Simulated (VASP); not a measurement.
A run of VASP 6.6.1 is set up as follows.

File INCAR:

```
SYSTEM = Pt
PREC     = Accurate       ! precision mode
ENCUT    = 520            ! plane-wave cutoff, eV
EDIFF    = 1E-7           ! SCF threshold, eV
ISMEAR   = 0              ! smearing method
SIGMA    = 0.1            ! smearing width, eV
LREAL    = .False.        ! projectors in reciprocal space
LASPH    = .True.         ! aspherical terms in the spheres
NELM     = 100            ! most SCF steps
ALGO     = Normal         ! electronic algorithm
ISIF     = 2              ! what is computed and relaxed
LWAVE    = .False.        ! write WAVECAR
LCHARG   = .False.        ! write CHGCAR
LDIPOL   = .True.       
IDIPOL   = 3            
DIPOL    = 0.5 0.5 0.500
GGA      = PE             ! functional
IBRION   = 2              ! ionic algorithm
NSW      = 80             ! ionic steps
EDIFFG   = -0.01          ! ionic threshold
```

The input KPOINTS:

```
Automatic mesh
0
Gamma
  16 16 1
  0 0 0
```

POSCAR

```
Pt
1.0
    2.7746870094      0.0000000000      0.0000000000
    1.3873435047      2.4029494377      0.0000000000
    0.0000000000      0.0000000000     28.5931347378
Pt
7
Direct
    0.0000000000      0.0000000000      0.2623007260
    0.3333333333      0.3333333333      0.3415338173
    0.6666666667      0.6666666667      0.4207669087
    0.0000000000      0.0000000000      0.5000000000
    0.3333333333      0.3333333333      0.5792330913
    0.6666666667      0.6666666667      0.6584661827
    0.0000000000      0.0000000000      0.7376992740
```

Potentials or basis: VASP PAW PBE potentials, release 64 (Pt).

Launch:

```sh
$ cat potpaw_PBE.64/Pt/POTCAR > POTCAR
$ mpirun -np 1 vasp_std > vasp.out
```

Problem. Estimate the energy gained by relaxing.

Solution. 8.9 meV/atom.

Problem. Predict the band gap on the k mesh.

Solution. Zero (bands 35 and 36 overlap by 1.58 eV).

Forces on the atoms (eV/Å):
```
Pt   0.000  0.000  0.005
Pt   0.000  0.000  0.001
Pt   0.000  0.000 -0.008
Pt   0.000  0.000  0.000
Pt   0.000  0.000  0.008
Pt   0.000  0.000 -0.001
Pt   0.000  0.000 -0.005
```

Caveat: spin-orbit coupling is left out, which moves the levels of the heavy elements.
